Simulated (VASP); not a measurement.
# Al (Fm-3m) in VASP: further runs

Runs on Al. Level: PBE. Tasks: single point, relaxation of cell and atoms.

Program: VASP 6.6.1. These are calculated values, not measurements. Logs are shortened: lines on timing, memory, paths and dates and some standing lists are left out, and cuts for length are marked.

### Step 1. The cell of the first run

It takes space group Fm-3m (No. 225, cubic). The conventional cell has a = 4.040 Å, b = 4.040 Å, c = 4.040 Å, α = 90.00°, β = 90.00°, γ = 90.00°. Al (site symmetry m-3m) has 12 Al at 2.86 Å within 3.8 Å.

### Step 2. Single point, PBE

Input file INCAR:

```
PREC     = Accurate       # precision mode
ENCUT    = 520            # plane-wave cutoff, eV
EDIFF    = 1E-7           # SCF threshold, eV
ISMEAR   = 0              # smearing method
SIGMA    = 0.1            # smearing width, eV
LREAL    = False          # projectors in reciprocal space
LASPH    = True           # aspherical terms in the spheres
NELM     = 100            # most SCF steps
ALGO     = Normal         # electronic algorithm
ISIF     = 2              # what is computed and relaxed
LWAVE    = False          # write WAVECAR
LCHARG   = False          # write CHGCAR
GGA      = PE             # functional
NBANDS   = 8              # bands
```

Input file KPOINTS:

```
Automatic mesh
0
Gamma
  34 34 34
```

Input file POSCAR:

```
Al
1.0
    0.0000000000      2.0201127733      2.0201127733
    2.0201127733      0.0000000000      2.0201127733
    2.0201127733      2.0201127733      0.0000000000
Al
1
Direct
    0.0000000000      0.0000000000      0.0000000000
```

Potentials or basis: VASP PAW PBE potentials, release 64 (Al).

Command:

```sh
$ cat potpaw_PBE.64/Al/POTCAR > POTCAR
$ mpirun -np 1 vasp_std > vasp.out
```

OUTCAR:

```text
PREC = Accurate
   ENCUT = 520
   EDIFF = 1E-7
   ISMEAR = 0
   LREAL = False
   LASPH = True
   NELM = 100
   ISIF = 2
   GGA = PE

 ion  position               nearest neighbor table
   1  0.000  0.000  0.000-

  LATTYP: Found a face centered cubic cell.
 ALAT       =     4.0402255466

  Lattice vectors:

 A1 = (   0.0000000000,   2.0201127733,   2.0201127733)
 A2 = (   2.0201127733,   0.0000000000,   2.0201127733)
 A3 = (   2.0201127733,   2.0201127733,   0.0000000000)

Analysis of symmetry for initial positions (statically):
=====================================================================
 Subroutine PRICEL returns:
 Original cell was already a primitive cell.

 Routine SETGRP: Setting up the symmetry group for a
 face centered cubic supercell.

 Subroutine GETGRP returns: Found 48 space group operations
 (whereof 48 operations were pure point group operations)
 out of a pool of 48 trial point group operations.

The static configuration has the point symmetry O_h .

Analysis of symmetry for dynamics (positions and initial velocities):
=====================================================================
 Subroutine PRICEL returns:
 Original cell was already a primitive cell.

 Routine SETGRP: Setting up the symmetry group for a
 face centered cubic supercell.

 Subroutine GETGRP returns: Found 48 space group operations
 (whereof 48 operations were pure point group operations)
 out of a pool of 48 trial point group operations.

The dynamic configuration has the point symmetry O_h .

 Subroutine INISYM returns: Found 48 space group operations
 (whereof 48 operations are pure point group operations),
 and found     1 'primitive' translations

----------------------------------------------------------------------------------------

                                     Primitive cell

  volume of cell :      16.4876

  direct lattice vectors                    reciprocal lattice vectors
     0.000000000  2.020112773  2.020112773    -0.247510934  0.247510934  0.247510934
     2.020112773  0.000000000  2.020112773     0.247510934 -0.247510934  0.247510934
     2.020112773  2.020112773  0.000000000     0.247510934  0.247510934 -0.247510934

  length of vectors
     2.856870882  2.856870882  2.856870882     0.428701514  0.428701514  0.428701514

  position of ions in fractional coordinates (direct lattice)
     0.000000000  0.000000000  0.000000000

  ion indices of the primitive-cell ions
   primitive index   ion index
                 1           1

----------------------------------------------------------------------------------------

 KPOINTS: Automatic mesh

Automatic generation of k-mesh.
 Grid dimensions read from file:
 generate k-points for:   34   34   34

 Generating k-lattice:

  Cartesian coordinates                     Fractional coordinates (reciprocal lattice)
    -0.007279733  0.007279733  0.007279733     0.029411765  0.000000000  0.000000000
     0.007279733 -0.007279733  0.007279733     0.000000000  0.029411765  0.000000000
     0.007279733  0.007279733 -0.007279733     0.000000000  0.000000000  0.029411765

  Length of vectors
     0.012608868  0.012608868  0.012608868

  Shift w.r.t. Gamma in fractional coordinates (k-lattice)
     0.000000000  0.000000000  0.000000000

 Subroutine IBZKPT returns following result:
 ===========================================

 Found   1059 irreducible k-points:

 Following reciprocal coordinates:
            Coordinates               Weight
  0.000000  0.000000  0.000000      1.000000
  0.029412  0.000000  0.000000      8.000000
  0.058824  0.000000  0.000000      8.000000
  0.088235  0.000000  0.000000      8.000000
  0.117647  0.000000  0.000000      8.000000
  0.147059  0.000000  0.000000      8.000000
[... 16 lines left out ...]
  0.147059  0.029412  0.000000     24.000000
  0.176471  0.029412  0.000000     24.000000
 [... further k-points ...]
   k-points           NKPTS =   1059   k-points in BZ     NKDIM =   1059   number of bands    NBANDS=      8
   number of dos      NEDOS =    301   number of ions     NIONS =      1
   total plane-waves  NPLWV =  13824
   dimension x,y,z NGX =    24 NGY =   24 NGZ =   24
   dimension x,y,z NGXF=    48 NGYF=   48 NGZF=   48
   ions per type =               1
   NGX,Y,Z   is equivalent  to a cutoff of  13.97, 13.97, 13.97 a.u.
   NGXF,Y,Z  is equivalent  to a cutoff of  27.93, 27.93, 27.93 a.u.
 SYSTEM =  unknown system
   PREC   = accura    normal or accurate (medium, high low for compatibility)
   ISTART =      0    job   : 0-new  1-cont  2-samecut
   ICHARG =      2    charge: 1-file 2-atom 10-const
   ISPIN  =      1    spin polarized calculation?
   LNONCOLLINEAR =      F non collinear calculations
   LSORBIT =      F    spin-orbit coupling
   LASPH  =      T    aspherical Exc in radial PAW
   ENCUT  =  520.0 eV  38.22 Ry    6.18 a.u.   5.31  5.31  5.31*2*pi/ulx,y,z
   NELM   =    100;   NELMIN=  2; NELMDL= -5     # of ELM steps
   EDIFF  = 0.1E-06   stopping-criterion for ELM
   LREAL  =      F    real-space projection
   EDIFFG = 0.1E-05   stopping-criterion for IOM
   NSW    =      0    number of steps for IOM
   IBRION =     -1    ionic relax: 0-MD 1-quasi-New 2-CG
   NFREE  =      0    steps in history (QN), initial steepest desc. (CG)
   ISIF   =      2    stress and relaxation
   ISYM   =      2    0-nonsym 1-usesym 2-fastsym
   POTIM  = 0.5000    time-step for ionic-motion
   TEBEG  =    0.0;   TEEND  =   0.0 temperature during run
   PSTRESS=    0.0 pullay stress
   NELECT =       3.0000    total number of electrons
   NUPDOWN=      -1.0000    fix difference up-down
   EMIN   =  10.00;   EMAX   =-10.00  energy-range for DOS
   EFERMI =   0.00;   METHOD = LEGACY
   ISMEAR =     0;   SIGMA  =   0.10  broadening in eV -4-tet -1-fermi 0-gaus
   EFERMI_NEDOS =   21; number of points for ismear=-14 and -15
   IALGO  =     38    algorithm
   IMIX   =      4    mixing-type and parameters
     AMIX     =   0.40;   BMIX     =  1.00
     AMIX_MAG =   1.60;   BMIX_MAG =  1.00
  volume/ion in A,a.u.               =      16.49       111.26
  Fermi-wavevector in a.u.,A,eV,Ry     =   0.927676  1.753053 11.708938  0.860583
  Thomas-Fermi vector in A             =   2.053771
   LORBIT       =      0    0 simple, 1 ext, 2 COOP (PROOUT), +10 PAW based schemes
   GGA     = PE    functional components
   LHFCALC =     F    Hartree Fock is set to
   AEXX    =    0.0000 exact exchange contribution
   IVDW    =     0    specifies the selected vdW correction
   LEPSILON=     F    determine dielectric tensor
   LRPA    =     F    only Hartree local field effects (RPA)
 non-spin polarized calculation
 Gauss-broadening in eV      SIGMA  =   0.10
  energy-cutoff  :      520.00
  volume of cell :       16.49
 maximum number of plane-waves:       459
 NGX is ok and might be reduce to    24
   NGX = 11   NGY = 11   NGZ = 11

 number of electron       3.0000000 magnetization

 Free energy of the ion-electron system (eV)
  ---------------------------------------------------
  ext. energy  EPLUGINS =         0.00000000
  ---------------------------------------------------
  free energy    TOTEN  =        -3.74658747 eV

  energy without entropy =       -3.74430340  energy(sigma->0) =       -3.74544543

 E-fermi :   8.0248     XC(G=0): -10.1994

 val. band max:        8.0233471391   @ k =   0.3824   0.0882   0.0000
 cond. band min:       8.0268244951   @ k =  -0.4118   0.3529   0.0000
 fundamental gap:      0.0034773560
 Fermi energy:         8.0248088878

 k-point     1 :       0.0000    0.0000    0.0000
  band No.  band energies     occupation
      1      -3.1318      2.00000
      2      20.6312      0.00000
      3      20.6312      0.00000
      4      20.6312      0.00000
      5      22.1287      0.00000
      6      22.1287      0.00000
      7      22.1287      0.00000
      8      24.4790      0.00000

 k-point     2 :       0.0294    0.0000    0.0000
  band No.  band energies     occupation
      1      -3.1082      2.00000
      2      20.0532      0.00000
      3      20.5270      0.00000
      4      20.5270      0.00000
      5      22.2699      0.00000
      6      22.2699      0.00000
      7      22.4372      0.00000
      8      24.7316      0.00000

 k-point     3 :       0.0588    0.0000    0.0000
  band No.  band energies     occupation
      1      -3.0376      2.00000
      2      18.9877      0.00000
      3      20.2905      0.00000
      4      20.2905      0.00000
      5      22.6158      0.00000
      6      22.6158      0.00000
      7      22.7217      0.00000
      8      25.4629      0.00000

 k-point     4 :       0.0882    0.0000    0.0000
  band No.  band energies     occupation
      1      -2.9201      2.00000
      2      17.8181      0.00000
      3      20.0175      0.00000
      4      20.0175      0.00000
      5      22.7905      0.00000
      6      23.0646      0.00000
      7      23.0646      0.00000
      8      26.3678      0.00000

 k-point     5 :       0.1176    0.0000    0.0000
  band No.  band energies     occupation
      1      -2.7557      2.00000
      2      16.6251      0.00000
      3      19.7510      0.00000
      4      19.7510      0.00000
      5      22.7510      0.00000
      6      23.5525      0.00000
      7      23.5525      0.00000
      8      25.8112      0.00000
[... 177 lines left out ...]
 k-point    22 :       0.1176    0.0294    0.0000
  band No.  band energies     occupation
      1      -2.7948      2.00000
      2      17.0297      0.00000
      3      19.2843      0.00000
      4      20.1060      0.00000
      5      22.7572      0.00000
      6      23.0717      0.00000
      7      23.9584      0.00000
      8      25.2857      0.00000

 k-point    23 :       0.1471    0.0294    0.0000
  band No.  band energies     occupation
      1      -2.5993      2.00000
      2      15.8419      0.00000
      3      19.0182      0.00000
      4      19.8936      0.00000
      5      22.9313      0.00000
      6      23.2728      0.00000
      7      24.4242      0.00000
      8      24.7198      0.00000

 k-point    24 :       0.1765    0.0294    0.0000
  band No.  band energies     occupation
      1      -2.3572      2.00000
      2      14.6660      0.00000
      3      18.7867      0.00000
      4      19.6919      0.00000
      5      22.8514      0.00000
      6      23.4342      0.00000
      7      24.5023      0.00000
      8      24.6119      0.00000

 [... further k-points ...]

------------------------ aborting loop because EDIFF is reached ----------------------------------------

  FORCE on cell =-STRESS in cart. coord.  units (eV):
  Direction    XX          YY          ZZ          XY          YZ          ZX
  --------------------------------------------------------------------------------------
  -------------------------------------------------------------------------------------
  Total       -0.0046913     -0.0046913     -0.0046913      0.0000000     -0.0000000      0.0000000
  in kB       -0.4558794     -0.4558794     -0.4558794      0.0000000     -0.0000000      0.0000000
  external PRESSURE =      -0.4558794 kB  Pullay stress =       0.0000000 kB

 VOLUME and BASIS-vectors are now :
 -----------------------------------------------------------------------------
  energy-cutoff  :      520.00
  volume of cell :       16.49
      direct lattice vectors                 reciprocal lattice vectors
     0.000000000  2.020112773  2.020112773    -0.247510934  0.247510934  0.247510934
     2.020112773  0.000000000  2.020112773     0.247510934 -0.247510934  0.247510934
     2.020112773  2.020112773  0.000000000     0.247510934  0.247510934 -0.247510934

 POSITION                                       TOTAL-FORCE (eV/Angst)
 -----------------------------------------------------------------------------------
      0.00000      0.00000      0.00000         0.000000      0.000000      0.000000
 -----------------------------------------------------------------------------------
    total drift:                               -0.000000      0.000000     -0.000000

  FREE ENERGIE OF THE ION-ELECTRON SYSTEM (eV)
  ---------------------------------------------------
  free  energy   TOTEN  =        -3.7465874675 eV

  energy  without entropy=       -3.7443033979  energy(sigma->0) =       -3.74544543
```

Run time: 2.4 min. Hardware: 1 thread of AMD EPYC 7R43 (Zen 3), shared host; peak memory 0.19 GiB.

What came out:

* Free energy: -3.7466 eV
* Pressure: 0.0 GPa
* Band gap on the k mesh: zero (an odd number of electrons rules out a gap without spin polarisation)

Levels at points of the mesh, in eV from the Fermi level:
| k point | band 1 | band 2 | band 3 | band 4 | band 5 | band 6 |
| --- | --- | --- | --- | --- | --- | --- |
| (0.00, 0.00, 0.00) | -11.16 | 12.61 | 12.61 | 12.61 | 14.10 | 14.10 |
| (0.50, 0.00, 0.00) | -4.61 | -4.40 | 11.40 | 11.40 | 11.45 | 11.45 |
| (0.50, 0.50, 0.00) | -2.94 | -1.62 | 5.24 | 5.58 | 5.58 | 9.06 |

### Step 3. Relaxation of cell and atoms, PBE

This run uses another cell than the first one, of 16.61 Å³/atom.

Input file INCAR:

```
  PREC = Accurate
  ENCUT = 600
  EDIFF = 1E-6
  ISMEAR = 0
  SIGMA = 0.1
  LREAL = False
  LASPH = True
  NELM = 100
  ALGO = Fast
  ISIF = 3
  LWAVE = False
  LCHARG = False
  GGA = PE
  IBRION = 2
  NSW = 80
  EDIFFG = -0.003
```

Input file KPOINTS:

```
regular mesh
0
Gamma
  34 34 34
```

Input file POSCAR:

```
Al
1.0
    0.0000000000      2.0250000000      2.0250000000
    2.0250000000      0.0000000000      2.0250000000
    2.0250000000      2.0250000000      0.0000000000
Al
1
Direct
    0.0000000000      0.0000000000      0.0000000000
```

Potentials or basis: VASP PAW PBE potentials, release 64 (Al).

Command:

```sh
$ cat potpaw_PBE.64/Al/POTCAR > POTCAR
$ mpirun -np 1 vasp_std > vasp.out
```

It took 2.3 min on 1 thread of AMD EPYC 7R43 (Zen 3), shared host; peak memory 0.2 GiB.

Results (log left out):

```
Free energy                           : -3.7467 eV
Relaxed volume                        : 16.48 Å³/atom
Relaxed cell                          : a = 2.856 Å, b = 2.856 Å, c = 2.856 Å, α = 60.00°, β = 60.00°, γ = 60.00°
Space group after relaxing (to 0.1 Å) : Fm-3m (No. 225)
Energy gained by relaxing             : 0.2 meV/atom
Ionic steps                           : 3
Pressure after relaxing               : 0.0 GPa
Band gap on the k mesh                : zero (an odd number of electrons rules out a gap without spin polarisation)
```

Step by step:
| step | energy change (eV) | largest force (eV/Å) | pressure (GPa) | volume (Å³) |
| --- | --- | --- | --- | --- |
| 1 | 0.0000 | 0.0000 | -0.60 | 16.61 |
| 2 | -0.0002 | 0.0000 | 0.09 | 16.46 |
| 3 | -0.0002 | 0.0000 | 0.01 | 16.48 |

Final structure:
```xyz
1
Lattice="0.0000 2.0197 2.0197 2.0197 0.0000 2.0197 2.0197 2.0197 0.0000" Properties=species:S:1:pos:R:3 pbc="T T T"
Al    0.0000    0.0000    0.0000
```

Levels at points of the mesh, in eV from the Fermi level:
| k point | band 1 | band 2 | band 3 | band 4 | band 5 |
| --- | --- | --- | --- | --- | --- |
| (0.00, 0.00, 0.00) | -11.16 | 12.61 | 12.61 | 12.61 | 14.11 |
| (0.50, 0.00, 0.00) | -4.62 | -4.40 | 11.41 | 11.41 | 11.45 |
| (0.50, 0.50, 0.00) | -2.94 | -1.62 | 5.24 | 5.58 | 5.58 |
